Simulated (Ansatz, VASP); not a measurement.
# One calculation of KF, two programs

```
CELL_PARAMETERS angstrom
0.12014 2.84230 2.84230
2.84230 0.12014 2.84230
2.84230 2.84230 0.12014
ATOMIC_POSITIONS crystal
K 0.00000 0.00000 0.00000
F 0.50000 0.50000 0.50000
```

Alike in both runs: task single point; functional PBE; k mesh 8 × 8 × 8; occupations gaussian, width 0.05 eV; no spin polarisation.

|  | VASP | Ansatz |
| --- | --- | --- |
| version | VASP 6.6.1 | Ansatz 0.2.0 |
| potentials or method | VASP PAW PBE potentials, release 64 (K_sv, F), cutoff 520 eV | scalar-relativistic, plane waves, PAW |
| valence electrons in the cell | 16 | 16 |

```tsv
	VASP	Ansatz	Ansatz less VASP
gap on the k mesh at the Fermi level (eV)	5.53	5.55	+0.013
least direct gap on the mesh (eV)	5.53	5.55	+0.013
pressure (GPa)	-1.9	-1.9	+0.03
traceless stress, the component that is largest in VASP (GPa)	-0.67	-0.67	-0.004
```

The functional is the same, so the differences come from potentials, cutoffs and numerics.
